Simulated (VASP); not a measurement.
A run of VASP 6.6.1 is set up as follows.

File INCAR:

```
ALGO = Normal
EDIFF = 1E-6
ENCUT = 520
GGA = CA
ISIF = 2
ISMEAR = 1
LASPH = True
LCHARG = False
LREAL = False
LWAVE = False
NBANDS = 10
NELM = 60
PREC = Accurate
SIGMA = 0.01
```

Contents of KPOINTS:

```
k-points
0
Gamma
  8 8 8
```

Contents of POSCAR:

```
Rb
1.0
   -2.6859640533      2.6859640533      2.6859640533
    2.6859640533     -2.6859640533      2.6859640533
    2.6859640533      2.6859640533     -2.6859640533
Rb
1
Direct
    0.0000000000      0.0000000000      0.0000000000
```

Potentials or basis: VASP PAW LDA potentials, release 64 (Rb_sv).

Launch:

```bash
$ cat potpaw_LDA.64/Rb_sv/POTCAR > POTCAR
$ mpirun -np 1 vasp_std > vasp.out
```

Q: What does it give for the band gap on the k mesh?

A: Zero (an odd number of electrons rules out a gap without spin polarisation).

Q: Estimate the pressure.

A: 0.0 GPa.
